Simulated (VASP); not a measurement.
# MgZr2N (R-3m) in VASP: relaxation of cell and atoms with PBE

Aim: the relaxation of cell and atoms of MgZr2N with PBE.

All numbers are computed with VASP 6.6.1; they aren't measurements. Logs are shortened: lines on timing, memory, paths and dates and some standing lists are left out, and cuts for length are marked.

### 1 The cell of the first run

It takes space group R-3m (No. 166, trigonal). The conventional cell has a = 4.447 Å, b = 4.447 Å, c = 10.771 Å, α = 90.00°, β = 90.00°, γ = 120.00°. Mg (site symmetry -3m) has 8 Zr at 2.57 to 3.50 Å and 6 N at 3.13 Å within 3.5 Å. Within 2.6 Å of Zr (site symmetry 3m) lie 1 N at 1.89 Å and 3 Mg at 2.57 Å and 3 Zr at 2.57 Å. N (site symmetry -3m) has 2 Zr at 1.89 Å within 2.5 Å.

The cell was generated, and may not be a known phase.

### 2 Relaxation of cell and atoms, PBE

File INCAR:

```
SYSTEM = MgZr2N
PREC     = Accurate       ! precision mode
ENCUT    = 840            ! plane-wave cutoff, eV
EDIFF    = 1E-7           ! SCF threshold, eV
ISMEAR   = 0              ! smearing method
SIGMA    = 0.1            ! smearing width, eV
LREAL    = .FALSE.        ! projectors in reciprocal space
LASPH    = .TRUE.         ! aspherical terms in the spheres
NELM     = 120            ! most SCF steps
ALGO     = Normal         ! electronic algorithm
ISIF     = 3              ! what is computed and relaxed
LWAVE    = .FALSE.        ! write WAVECAR
LCHARG   = .FALSE.        ! write CHGCAR
GGA      = PE             ! functional
IBRION   = 2              ! ionic algorithm
NSW      = 90             ! ionic steps
EDIFFG   = -0.04          ! ionic threshold
GGA_COMPAT= .FALSE.      
NELMIN   = 4
```

File KPOINTS:

```
Automatic mesh
0
G
  6 6 6
  0 0 0
```

File POSCAR:

```
MgZr2N
1.0
    2.2235937700      1.2837924600      3.5904183900
   -2.2235937700      1.2837924600      3.5904183900
    0.0000000000     -2.5675849300      3.5904183900
Mg Zr N
1 2 1
Direct
    0.5000000000      0.5000000000      0.5000000000
    0.8245010100      0.8245010100      0.8245010100
    0.1754989900      0.1754989900      0.1754989900
    0.0000000000      0.0000000000      0.0000000000
```

Potentials or basis: VASP PAW PBE potentials, release 64 (Mg_sv, Zr_sv, N).

Started as:

```sh
$ cat potpaw_PBE.64/Mg_sv/POTCAR potpaw_PBE.64/Zr_sv/POTCAR potpaw_PBE.64/N/POTCAR > POTCAR
$ mpirun -np 1 vasp_std > vasp.out
```

OUTCAR:

```text
SYSTEM = MgZr2N
   PREC = Accurate
   ENCUT = 840
   EDIFF = 1E-7
   ISMEAR = 0
   LREAL = .FALSE.
   LASPH = .TRUE.
   NELM = 120
   ISIF = 3
   GGA = PE
   IBRION = 2
   NSW = 90
   EDIFFG = -0.04
   NELMIN = 4

 ion  position               nearest neighbor table
   1  0.500  0.500  0.500-   3 2.57   3 2.57   2 2.57   2 2.57   3 2.57   2 2.57
   2  0.825  0.825  0.825-   4 1.89   1 2.57   1 2.57   1 2.57   3 2.57   3 2.57   3 2.57   3 3.78

   3  0.175  0.175  0.175-   4 1.89   1 2.57   1 2.57   1 2.57   2 2.57   2 2.57   2 2.57   2 3.78

   4  0.000  0.000  0.000-   2 1.89   3 1.89

  LATTYP: Found a trigonal (rhomboedric) cell.
 ALAT       =     4.4140227174
 COS(alpha) =     0.4924582593

  Lattice vectors:

 A1 = (   2.2235937700,   1.2837924600,   3.5904183900)
 A2 = (  -2.2235937700,   1.2837924600,   3.5904183900)
 A3 = (   0.0000000000,  -2.5675849300,   3.5904183900)

Analysis of symmetry for initial positions (statically):
=====================================================================
 Subroutine PRICEL returns:
 Original cell was already a primitive cell.

 Routine SETGRP: Setting up the symmetry group for a
 trigonal (rhombohedral) supercell.

 Subroutine GETGRP returns: Found 12 space group operations
 (whereof 12 operations were pure point group operations)
 out of a pool of 12 trial point group operations.

The static configuration has the point symmetry D_3d.

Analysis of symmetry for dynamics (positions and initial velocities):
=====================================================================
 Subroutine PRICEL returns:
 Original cell was already a primitive cell.

 Routine SETGRP: Setting up the symmetry group for a
 trigonal (rhombohedral) supercell.

 Subroutine GETGRP returns: Found 12 space group operations
 (whereof 12 operations were pure point group operations)
 out of a pool of 12 trial point group operations.

The dynamic configuration has the point symmetry D_3d.

 Subroutine INISYM returns: Found 12 space group operations
 (whereof 12 operations are pure point group operations),
 and found     1 'primitive' translations

----------------------------------------------------------------------------------------

                                     Primitive cell

  volume of cell :      61.4960

  direct lattice vectors                    reciprocal lattice vectors
     2.223593770  1.283792460  3.590418390     0.224861216  0.129823684  0.092839691
    -2.223593770  1.283792460  3.590418390    -0.224861216  0.129823684  0.092839691
     0.000000000 -2.567584930  3.590418390     0.000000000 -0.259647367  0.092839691

  length of vectors
     4.414022717  4.414022717  4.414022722     0.275746194  0.275746194  0.275746194

  position of ions in fractional coordinates (direct lattice)
     0.500000000  0.500000000  0.500000000
     0.824501010  0.824501010  0.824501010
     0.175498990  0.175498990  0.175498990
     0.000000000  0.000000000  0.000000000

  ion indices of the primitive-cell ions
   primitive index   ion index
                 1           1
                 2           2
                 3           3
                 4           4

----------------------------------------------------------------------------------------

 KPOINTS: Automatic mesh

Automatic generation of k-mesh.
 Grid dimensions read from file:
 generate k-points for:    6    6    6

 Generating k-lattice:

  Cartesian coordinates                     Fractional coordinates (reciprocal lattice)
     0.037476869  0.021637281  0.015473282     0.166666667  0.000000000  0.000000000
    -0.037476869  0.021637281  0.015473282     0.000000000  0.166666667  0.000000000
     0.000000000 -0.043274561  0.015473282     0.000000000  0.000000000  0.166666667

  Length of vectors
     0.045957699  0.045957699  0.045957699

  Shift w.r.t. Gamma in fractional coordinates (k-lattice)
     0.000000000  0.000000000  0.000000000

 Subroutine IBZKPT returns following result:
 ===========================================

 Found     32 irreducible k-points:

 Following reciprocal coordinates:
            Coordinates               Weight
  0.000000  0.000000  0.000000      1.000000
  0.166667 -0.000000  0.000000      6.000000
  0.333333 -0.000000 -0.000000      6.000000
  0.500000 -0.000000 -0.000000      3.000000
  0.166667  0.166667  0.000000      6.000000
  0.333333  0.166667  0.000000     12.000000
[... 16 lines left out ...]
  0.500000  0.500000  0.166667      6.000000
 -0.333333  0.500000  0.166667     12.000000
 [... further k-points ...]
   k-points           NKPTS =     32   k-points in BZ     NKDIM =     32   number of bands    NBANDS=     23
   number of dos      NEDOS =    301   number of ions     NIONS =      4
   total plane-waves  NPLWV =  74088
   dimension x,y,z NGX =    42 NGY =   42 NGZ =   42
   dimension x,y,z NGXF=    84 NGYF=   84 NGZF=   84
   ions per type =               1   2   1
   NGX,Y,Z   is equivalent  to a cutoff of  15.82, 15.82, 15.82 a.u.
   NGXF,Y,Z  is equivalent  to a cutoff of  31.64, 31.64, 31.64 a.u.
 SYSTEM =  MgZr2N
   PREC   = accura    normal or accurate (medium, high low for compatibility)
   ISTART =      0    job   : 0-new  1-cont  2-samecut
   ICHARG =      2    charge: 1-file 2-atom 10-const
   ISPIN  =      1    spin polarized calculation?
   LNONCOLLINEAR =      F non collinear calculations
   LSORBIT =      F    spin-orbit coupling
   LASPH  =      T    aspherical Exc in radial PAW
   ENCUT  =  840.0 eV  61.74 Ry    7.86 a.u.  10.43 10.43 10.43*2*pi/ulx,y,z
   NELM   =    120;   NELMIN=  4; NELMDL= -5     # of ELM steps
   EDIFF  = 0.1E-06   stopping-criterion for ELM
   LREAL  =      F    real-space projection
   EDIFFG = -.4E-01   stopping-criterion for IOM
   NSW    =     90    number of steps for IOM
   IBRION =      2    ionic relax: 0-MD 1-quasi-New 2-CG
   NFREE  =      1    steps in history (QN), initial steepest desc. (CG)
   ISIF   =      3    stress and relaxation
   ISYM   =      2    0-nonsym 1-usesym 2-fastsym
   POTIM  = 0.5000    time-step for ionic-motion
   TEBEG  =    0.0;   TEEND  =   0.0 temperature during run
   PSTRESS=    0.0 pullay stress
   NELECT =      39.0000    total number of electrons
   NUPDOWN=      -1.0000    fix difference up-down
   EMIN   =  10.00;   EMAX   =-10.00  energy-range for DOS
   EFERMI =   0.00;   METHOD = LEGACY
   ISMEAR =     0;   SIGMA  =   0.10  broadening in eV -4-tet -1-fermi 0-gaus
   EFERMI_NEDOS =   21; number of points for ismear=-14 and -15
   IALGO  =     38    algorithm
   IMIX   =      4    mixing-type and parameters
     AMIX     =   0.40;   BMIX     =  1.00
     AMIX_MAG =   1.60;   BMIX_MAG =  1.00
  volume/ion in A,a.u.               =      15.37       103.75
  Fermi-wavevector in a.u.,A,eV,Ry     =   1.406525  2.657947 26.916583  1.978313
  Thomas-Fermi vector in A             =   2.528877
   LORBIT       =      0    0 simple, 1 ext, 2 COOP (PROOUT), +10 PAW based schemes
   GGA     = PE    functional components
   LHFCALC =     F    Hartree Fock is set to
   AEXX    =    0.0000 exact exchange contribution
   IVDW    =     0    specifies the selected vdW correction
   LEPSILON=     F    determine dielectric tensor
   LRPA    =     F    only Hartree local field effects (RPA)
 conjugate gradient relaxation of ions
 non-spin polarized calculation
 Gauss-broadening in eV      SIGMA  =   0.10
  energy-cutoff  :      840.00
  volume of cell :       61.50
 maximum number of plane-waves:      3443
 NGX is ok and might be reduce to    42
   NGX = 21   NGY = 21   NGZ = 21

--------------------------------------- Ionic step        1  -------------------------------------------

 number of electron      38.9999996 magnetization

 Free energy of the ion-electron system (eV)
  ---------------------------------------------------
  ext. energy  EPLUGINS =         0.00000000
  ---------------------------------------------------
  free energy    TOTEN  =       -21.77353958 eV

  energy without entropy =      -21.76267207  energy(sigma->0) =      -21.76810582

 E-fermi :   8.7535     XC(G=0): -11.2032

 val. band max:        8.7295168956   @ k =  -0.1667   0.5000   0.1667
 cond. band min:       8.8466503321   @ k =  -0.3333   0.5000   0.1667
 fundamental gap:      0.1171334365
 Fermi energy:         8.7534700584

 k-point     1 :       0.0000    0.0000    0.0000
  band No.  band energies     occupation
      1     -66.5325      2.00000
      2     -39.5816      2.00000
      3     -38.8240      2.00000
      4     -33.3094      2.00000
      5     -33.3094      2.00000
      6     -33.2916      2.00000
[... 1355 lines left out ...]
  FREE ENERGIE OF THE ION-ELECTRON SYSTEM (eV)
  ---------------------------------------------------
  free  energy   TOTEN  =       -25.2305967617 eV

  energy  without entropy=      -25.2122388603  energy(sigma->0) =      -25.22141781

[... ionic steps 4 to 11 ...]

--------------------------------------- Ionic step       12  -------------------------------------------

 number of electron      38.9999998 magnetization

------------------------ aborting loop because EDIFF is reached ----------------------------------------

  FORCE on cell =-STRESS in cart. coord.  units (eV):
  Direction    XX          YY          ZZ          XY          YZ          ZX
  --------------------------------------------------------------------------------------
  -------------------------------------------------------------------------------------
  Total        0.0095070      0.0095070      0.4646716      0.0000000     -0.0000000      0.0000000
  in kB        0.1769824      0.1769824      8.6503512      0.0000000     -0.0000000      0.0000000
  external PRESSURE =       3.0014386 kB  Pullay stress =       0.0000000 kB
[... 61 lines left out ...]
  energy  without entropy=      -25.9333518429  energy(sigma->0) =      -25.93996315

--------------------------------------- Ionic step       14  -------------------------------------------

 number of electron      38.9999999 magnetization

 Free energy of the ion-electron system (eV)
  ---------------------------------------------------
  ext. energy  EPLUGINS =         0.00000000
  ---------------------------------------------------
  free energy    TOTEN  =       -25.94690972 eV

  energy without entropy =      -25.93373038  energy(sigma->0) =      -25.94032005

 E-fermi :   5.6998     XC(G=0):  -9.8232

 val. band max:        5.6970378937   @ k =   0.3333   0.3333   0.3333
 cond. band min:       5.7043307445   @ k =   0.3333  -0.0000  -0.0000
 fundamental gap:      0.0072928508
 Fermi energy:         5.6998224749

 k-point     1 :       0.0000    0.0000    0.0000
  band No.  band energies     occupation
      1     -69.7690      2.00000
      2     -43.3938      2.00000
      3     -43.3013      2.00000
      4     -36.6010      2.00000
      5     -36.5041      2.00000
      6     -36.5041      2.00000
[... 646 lines left out ...]
  FREE ENERGIE OF THE ION-ELECTRON SYSTEM (eV)
  ---------------------------------------------------
  free  energy   TOTEN  =       -25.9469097195 eV

  energy  without entropy=      -25.9337303805  energy(sigma->0) =      -25.94032005

 reached required accuracy - stopping structural energy minimisation
```

Wall time 22 min (1 thread of Intel Xeon Platinum 8259CL at 2.50GHz (Skylake/Cascade Lake), shared host); peak memory 0.34 GiB.

What came out:

| Item | Value |
| --- | --- |
| Free energy | -25.9469 eV |
| Relaxed volume | 21.66 Å³/atom |
| Relaxed cell | a = 4.650 Å, b = 4.650 Å, c = 4.650 Å, α = 70.62°, β = 70.62°, γ = 70.62° |
| Space group after relaxing (to 0.1 Å) | R-3m (No. 166) |
| Energy gained by relaxing | 1043.3 meV/atom |
| Ionic steps | 14 |
| Pressure after relaxing | 0.0 GPa |
| Largest force after relaxing | 0.017 eV/Å |
| Band gap on the k mesh | zero (an odd number of electrons rules out a gap without spin polarisation) |

Forces in eV/Å, atoms in the order of the input:
```
Mg   0.000  0.000  0.000
Zr   0.000  0.000 -0.017
Zr   0.000  0.000  0.017
N    0.000  0.000  0.000
```

Step by step:
| step | energy change (eV) | largest force (eV/Å) | pressure (GPa) | volume (Å³) |
| --- | --- | --- | --- | --- |
| 1 | 0.0000 | 3.9421 | 49.90 | 61.50 |
| 2 | -1.6004 | 3.3228 | -15.26 | 114.19 |
| 3 | -3.4571 | 1.3870 | -2.43 | 85.99 |
| 4 | -4.1023 | 1.1849 | 3.35 | 87.93 |
| 5 | -4.1602 | 0.2904 | 1.26 | 87.68 |
| 6 | -4.1598 | 0.3511 | 1.41 | 87.70 |
| 7 | -4.1659 | 0.0889 | -0.93 | 90.08 |
| 8 | -4.1684 | 0.0629 | -0.13 | 89.23 |
| 9 | -4.1689 | 0.0622 | -0.12 | 89.09 |
| 10 | -4.1702 | 0.0615 | -0.07 | 88.65 |
| 11 | -4.1721 | 0.0636 | 0.03 | 87.79 |
| 12 | -4.1727 | 0.0728 | 0.30 | 86.06 |
| 13 | -4.1730 | 0.0719 | 0.20 | 86.71 |
| 14 | -4.1734 | 0.0166 | 0.00 | 86.66 |

Final structure:
```cif
data_structure
_symmetry_space_group_name_H-M 'P 1'
_symmetry_Int_Tables_number 1
_cell_length_a 4.6500
_cell_length_b 4.6500
_cell_length_c 4.6500
_cell_angle_alpha 70.624
_cell_angle_beta 70.624
_cell_angle_gamma 70.624
_cell_volume 86.66
loop_
_atom_site_label
_atom_site_type_symbol
_atom_site_fract_x
_atom_site_fract_y
_atom_site_fract_z
_atom_site_occupancy
Mg1 Mg 0.50000 0.50000 0.50000 1
Zr1 Zr 0.81167 0.81167 0.81167 1
Zr2 Zr 0.18833 0.18833 0.18833 1
N1 N 0.00000 0.00000 0.00000 1
```

Caveat: the volume moved by over 15 % at a fixed basis, so the end points are rough.
